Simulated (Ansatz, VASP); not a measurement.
## Two plane-wave programs on CdTe

```
Cd Te
1.0
     0.00000    3.29202    3.16236
     3.16236    0.00000    3.16236
     3.16236    3.29202    0.00000
Cd Te
1 1
Direct
  0.00000 0.00000 0.00000
  0.75000 0.75000 0.75000
```

Alike in both runs: task single point; functional LDA; k mesh 8 × 8 × 8; occupations gaussian, width 0.05 eV; no spin polarisation.

|  | VASP | Ansatz |
| --- | --- | --- |
| version | VASP 6.6.1 | Ansatz 0.2.0 |
| potentials or method | VASP PAW LDA potentials, release 64 (Cd, Te), cutoff 520 eV | scalar-relativistic, plane waves, PAW |
| valence electrons in the cell | 18 | 36 |

|  | VASP | Ansatz | Ansatz less VASP |
| --- | --- | --- | --- |
| gap on the k mesh at the Fermi level (eV) | 0.60 | 0.56 | -0.042 |
| least direct gap on the mesh (eV) | 0.60 | 0.56 | -0.042 |
| pressure (GPa) | 0.2 | -0.1 | -0.27 |
| traceless stress, the component that is largest in VASP (GPa) | -0.53 | -0.54 | -0.006 |

LDA's correlation is that of Perdew and Zunger in VASP and of Perdew and Wang (1992) in Ansatz. VASP's potentials hold 18 valence electrons a cell and Ansatz's 36, so a difference there can come from the potentials and not from the codes.

Spin-orbit coupling is off throughout.
